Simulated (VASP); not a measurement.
# CdS (Hawleyite) (F-43m) in VASP: a series of runs

The runs below take CdS (Hawleyite) through single point, with RPBE, PBE.

All numbers are computed with VASP 6.6.1; they aren't measurements. Logs are shortened: lines on timing, memory, paths and dates and some standing lists are left out, and cuts for length are marked.

### 1 The cell of the first run

Symmetry: F-43m, No. 216, cubic system. The conventional cell has a = 6.008 Å, b = 6.008 Å, c = 6.008 Å, α = 90.00°, β = 90.00°, γ = 90.00°. Within 3.4 Å of Cd (site symmetry -43m) lie 4 S at 2.60 Å. S (site symmetry -43m) has 4 Cd at 2.60 Å within 3.4 Å.

### 2 Single point, RPBE

File INCAR:

```
SYSTEM = CdS
  PREC = Accurate
  ENCUT = 520
  EDIFF = 1E-6
  ISMEAR = -1
  SIGMA = 0.05
  LREAL = .FALSE.
  LASPH = .TRUE.
  NELM = 60
  ALGO = Normal
  ISIF = 2
  LWAVE = .FALSE.
  LCHARG = .FALSE.
  GGA = RP
  NBANDS = 16
```

File KPOINTS:

```
regular mesh
0
G
  8 8 8
  0 0 0
```

File POSCAR:

```
CdS
1.0
    0.0000000000      3.0039142993      3.0039142993
    3.0039142993      0.0000000000      3.0039142993
    3.0039142993      3.0039142993      0.0000000000
Cd S
1 1
Direct
    0.0000000000      0.0000000000      0.0000000000
    0.7500000000      0.7500000000      0.7500000000
```

Potentials or basis: VASP PAW PBE potentials, release 64 (Cd, S).

Launch:

```sh
$ cat potpaw_PBE.64/Cd/POTCAR potpaw_PBE.64/S/POTCAR > POTCAR
$ mpirun -np 1 vasp_std > vasp.out
```

OUTCAR:

```text
SYSTEM = CdS
   PREC = Accurate
   ENCUT = 520
   EDIFF = 1E-6
   ISMEAR = -1
   LREAL = .FALSE.
   LASPH = .TRUE.
   NELM = 60
   ISIF = 2
   GGA = RP

 ion  position               nearest neighbor table
   1  0.000  0.000  0.000-   2 2.60   2 2.60   2 2.60   2 2.60
   2  0.750  0.750  0.750-   1 2.60   1 2.60   1 2.60   1 2.60

  LATTYP: Found a face centered cubic cell.
 ALAT       =     6.0078285986

  Lattice vectors:

 A1 = (   0.0000000000,   3.0039142993,   3.0039142993)
 A2 = (   3.0039142993,   0.0000000000,   3.0039142993)
 A3 = (   3.0039142993,   3.0039142993,   0.0000000000)

Analysis of symmetry for initial positions (statically):
=====================================================================
 Subroutine PRICEL returns:
 Original cell was already a primitive cell.

 Routine SETGRP: Setting up the symmetry group for a
 face centered cubic supercell.

 Subroutine GETGRP returns: Found 24 space group operations
 (whereof 24 operations were pure point group operations)
 out of a pool of 48 trial point group operations.

The static configuration has the point symmetry T_d .

Analysis of symmetry for dynamics (positions and initial velocities):
=====================================================================
 Subroutine PRICEL returns:
 Original cell was already a primitive cell.

 Routine SETGRP: Setting up the symmetry group for a
 face centered cubic supercell.

 Subroutine GETGRP returns: Found 24 space group operations
 (whereof 24 operations were pure point group operations)
 out of a pool of 48 trial point group operations.

The dynamic configuration has the point symmetry T_d .

 Subroutine INISYM returns: Found 24 space group operations
 (whereof 24 operations are pure point group operations),
 and found     1 'primitive' translations

----------------------------------------------------------------------------------------

                                     Primitive cell

  volume of cell :      54.2116

  direct lattice vectors                    reciprocal lattice vectors
     0.000000000  3.003914299  3.003914299    -0.166449489  0.166449489  0.166449489
     3.003914299  0.000000000  3.003914299     0.166449489 -0.166449489  0.166449489
     3.003914299  3.003914299  0.000000000     0.166449489  0.166449489 -0.166449489

  length of vectors
     4.248176342  4.248176342  4.248176342     0.288298972  0.288298972  0.288298972

[... 73 lines left out ...]
   ICHARG =      2    charge: 1-file 2-atom 10-const
   ISPIN  =      1    spin polarized calculation?
   LNONCOLLINEAR =      F non collinear calculations
   LSORBIT =      F    spin-orbit coupling
   LASPH  =      T    aspherical Exc in radial PAW
   ENCUT  =  520.0 eV  38.22 Ry    6.18 a.u.   7.90  7.90  7.90*2*pi/ulx,y,z
   NELM   =     60;   NELMIN=  2; NELMDL= -5     # of ELM steps
   EDIFF  = 0.1E-05   stopping-criterion for ELM
   LREAL  =      F    real-space projection
   EDIFFG = 0.1E-04   stopping-criterion for IOM
   NSW    =      0    number of steps for IOM
   IBRION =     -1    ionic relax: 0-MD 1-quasi-New 2-CG
   NFREE  =      0    steps in history (QN), initial steepest desc. (CG)
   ISIF   =      2    stress and relaxation
   ISYM   =      2    0-nonsym 1-usesym 2-fastsym
   POTIM  = 0.5000    time-step for ionic-motion
   TEBEG  =    0.0;   TEEND  =   0.0 temperature during run
   PSTRESS=    0.0 pullay stress
   NELECT =      18.0000    total number of electrons
   NUPDOWN=      -1.0000    fix difference up-down
   EMIN   =  10.00;   EMAX   =-10.00  energy-range for DOS
   EFERMI =   0.00;   METHOD = LEGACY
   ISMEAR =    -1;   SIGMA  =   0.05  broadening in eV -4-tet -1-fermi 0-gaus
   EFERMI_NEDOS =   21; number of points for ismear=-14 and -15
   IALGO  =     38    algorithm
   IMIX   =      4    mixing-type and parameters
     AMIX     =   0.40;   BMIX     =  1.00
     AMIX_MAG =   1.60;   BMIX_MAG =  1.00
  volume/ion in A,a.u.               =      27.11       182.92
  Fermi-wavevector in a.u.,A,eV,Ry     =   1.133622  2.142234 17.484820  1.285098
  Thomas-Fermi vector in A             =   2.270325
   LORBIT       =      0    0 simple, 1 ext, 2 COOP (PROOUT), +10 PAW based schemes
   GGA     = RP    functional components
   LHFCALC =     F    Hartree Fock is set to
   AEXX    =    0.0000 exact exchange contribution
   IVDW    =     0    specifies the selected vdW correction
   LEPSILON=     F    determine dielectric tensor
   LRPA    =     F    only Hartree local field effects (RPA)
 non-spin polarized calculation
  energy-cutoff  :      520.00
  volume of cell :       54.21
 maximum number of plane-waves:      1476
   NGX = 15   NGY = 15   NGZ = 15

 number of electron      17.9999993 magnetization

 Free energy of the ion-electron system (eV)
  ---------------------------------------------------
  ext. energy  EPLUGINS =         0.00000000
  ---------------------------------------------------
  free energy    TOTEN  =        -5.52763744 eV

  energy without entropy =       -5.52763730  energy(sigma->0) =       -5.52763737

 E-fermi :   1.3356     XC(G=0):  -8.4741

 val. band max:        0.7244442223   @ k =   0.0000   0.0000   0.0000
 cond. band min:       1.8586002277   @ k =   0.0000   0.0000   0.0000
 fundamental gap:      1.1341560055
 Fermi energy:         1.3355656686

 k-point     1 :       0.0000    0.0000    0.0000
  band No.  band energies     occupation
      1     -11.1192      2.00000
      2      -6.7348      2.00000
      3      -6.7348      2.00000
      4      -6.7348      2.00000
      5      -6.3699      2.00000
      6      -6.3699      2.00000
[... 433 lines left out ...]
      3      -6.5779      2.00000
      4      -6.3849      2.00000
      5      -6.3482      2.00000
      6      -5.9702      2.00000
[... 8 lines left out ...]
     15      12.8915      0.00000
     16      13.6263      0.00000

 [... further k-points ...]
[... 5 lines left out ...]
  --------------------------------------------------------------------------------------
  -------------------------------------------------------------------------------------
  Total        0.0755480      0.0755480      0.0755480      0.0000000      0.0000000      0.0000000
  in kB        2.2327538      2.2327538      2.2327538      0.0000000      0.0000000      0.0000000
  external PRESSURE =       2.2327538 kB  Pullay stress =       0.0000000 kB

 VOLUME and BASIS-vectors are now :
 -----------------------------------------------------------------------------
  energy-cutoff  :      520.00
  volume of cell :       54.21
      direct lattice vectors                 reciprocal lattice vectors
     0.000000000  3.003914299  3.003914299    -0.166449489  0.166449489  0.166449489
     3.003914299  0.000000000  3.003914299     0.166449489 -0.166449489  0.166449489
     3.003914299  3.003914299  0.000000000     0.166449489  0.166449489 -0.166449489

 POSITION                                       TOTAL-FORCE (eV/Angst)
 -----------------------------------------------------------------------------------
      0.00000      0.00000      0.00000        -0.000000     -0.000000     -0.000000
      4.50587      4.50587      4.50587         0.000000      0.000000      0.000000
 -----------------------------------------------------------------------------------
    total drift:                                0.000001      0.000001      0.000001

  FREE ENERGIE OF THE ION-ELECTRON SYSTEM (eV)
  ---------------------------------------------------
  free  energy   TOTEN  =        -5.5276374418 eV

  energy  without entropy=       -5.5276372973  energy(sigma->0) =       -5.52763737
```

OSZICAR:

```text
N       E                     dE             d eps       ncg     rms          rms(c)
DAV:   1     0.108092359789E+03    0.10809E+03   -0.89359E+03   944   0.102E+03
DAV:   2    -0.187265210931E+01   -0.10997E+03   -0.10406E+03  1168   0.251E+02
DAV:   3    -0.606294010928E+01   -0.41903E+01   -0.41836E+01  1120   0.511E+01
DAV:   4    -0.608976835341E+01   -0.26828E-01   -0.26826E-01  1176   0.401E+00
DAV:   5    -0.609016691257E+01   -0.39856E-03   -0.39855E-03  1144   0.462E-01    0.725E+00
DAV:   6    -0.553595964866E+01    0.55421E+00   -0.88247E-01  1368   0.105E+01    0.601E+00
DAV:   7    -0.552165769408E+01    0.14302E-01   -0.20126E-01  1104   0.304E+00    0.303E+00
DAV:   8    -0.552627779009E+01   -0.46201E-02   -0.17315E-02  1080   0.157E+00    0.314E-01
DAV:   9    -0.552694200685E+01   -0.66422E-03   -0.21308E-03  1128   0.574E-01    0.778E-02
DAV:  10    -0.552736651595E+01   -0.42451E-03   -0.38851E-04  1104   0.163E-01    0.847E-02
DAV:  11    -0.552763884296E+01   -0.27233E-03   -0.58033E-04  1064   0.143E-01    0.366E-02
DAV:  12    -0.552763256797E+01    0.62750E-05   -0.19127E-05  1088   0.430E-02    0.109E-02
DAV:  13    -0.552763699125E+01   -0.44233E-05   -0.76588E-06  1120   0.153E-02    0.127E-02
DAV:  14    -0.552763744182E+01   -0.45057E-06   -0.13528E-06  1184   0.758E-03
   1 F= -.55276374E+01 E0= -.55276374E+01  d E =-.144499E-06
```

stdout:

```text
POSCAR found type information on POSCAR CdS
 POSCAR found :  2 types and       2 ions
 scaLAPACK will be used
 -----------------------------------------------------------------------------
|                                                                             |
|                                                                             |
|     You enforced a specific xc type in the INCAR file but a different       |
|     I HOPE YOU KNOW WHAT YOU ARE DOING!                                     |
|                                                                             |
 -----------------------------------------------------------------------------

 LDA part: xc-table for (Slater+PW92), standard interpolation
 POSCAR, INCAR and KPOINTS ok, starting setup
 FFT: planning ... GRIDC
 FFT: planning ... GRID_SOFT
 FFT: planning ... GRID
 WAVECAR not read
 entering main loop
```

Wall time 12 s (1 thread of Intel Xeon Platinum 8488C (Sapphire Rapids), shared host); peak memory 0.18 GiB.

What came out:

| Property | Result |
| --- | --- |
| Free energy | -5.5276 eV |
| Pressure | 0.2 GPa |
| Band gap on the k mesh | 1.13 eV, direct |

Levels at points of the mesh, in eV from the valence-band top:
| k point | band 6 | band 7 | band 8 | band 9 | band 10 | band 11 | band 12 | band 13 |
| --- | --- | --- | --- | --- | --- | --- | --- | --- |
| (0.00, 0.00, 0.00) | -7.09 | 0.00 | 0.00 | 0.00 | 1.13 | 6.63 | 6.63 | 6.63 |
| (0.50, 0.00, 0.00) | -6.78 | -3.83 | -0.63 | -0.63 | 3.00 | 7.08 | 7.08 | 7.42 |
| (0.50, 0.50, 0.00) | -6.72 | -3.53 | -1.57 | -1.57 | 3.89 | 4.31 | 9.11 | 10.38 |

Caveat: the PAW data sets were made with another functional, which shifts forces and pressure a little. A hybrid or GW would open this gap; RPBE tends to underestimate it.

(Continued in part 2 of 2.)
